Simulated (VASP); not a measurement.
A run of VASP 6.6.1:

POSCAR

```
Sb
1.0
    3.1600000000      0.0000000000      0.0000000000
    0.0000000000      3.1600000000      0.0000000000
    0.0000000000      0.0000000000      3.1600000000
Sb
1
Direct
    0.0000000000      0.0000000000      0.0000000000
```

INCAR.step1

```
  PREC = Accurate
  ENCUT = 520
  EDIFF = 1E-5
  ISMEAR = -1
  SIGMA = 0.05
  LREAL = False
  LASPH = True
  NELM = 100
  ALGO = Normal
  ISIF = 2
  LWAVE = True
  LCHARG = False
  GGA = PE
  NBANDS = 8
```

The input INCAR.step2:

```
  PREC = Accurate
  ENCUT = 520
  EDIFF = 1E-7
  ISMEAR = -1
  SIGMA = 0.05
  LREAL = False
  LASPH = True
  NELM = 100
  ALGO = Normal
  ISIF = 2
  LWAVE = False
  LCHARG = False
  GGA = PE
  LHFCALC = True
  AEXX = 0.2
  HFSCREEN = 0.2
  PRECFOCK = Normal
  ISTART = 1
  NBANDS = 8
```

KPOINTS

```
Automatic mesh
0
Gamma
  4 4 4
```

Potentials or basis: VASP PAW PBE potentials, release 64 (Sb).

The run is started by

```console
$ cat potpaw_PBE.64/Sb/POTCAR > POTCAR
$ cp INCAR.step1 INCAR
$ mpirun -np 1 vasp_std > vasp.out
$ cp INCAR.step2 INCAR
$ mpirun -np 1 vasp_std > vasp.out
```

Hardware: 1 thread of Intel Xeon 8259CL (shared host).

Problem. How long does it take, and how much memory?

Solution. It took 2.3 min on 1 thread of Intel Xeon 8259CL, with other jobs on the host, peak memory 0.23 GiB. Counts: k points 10.
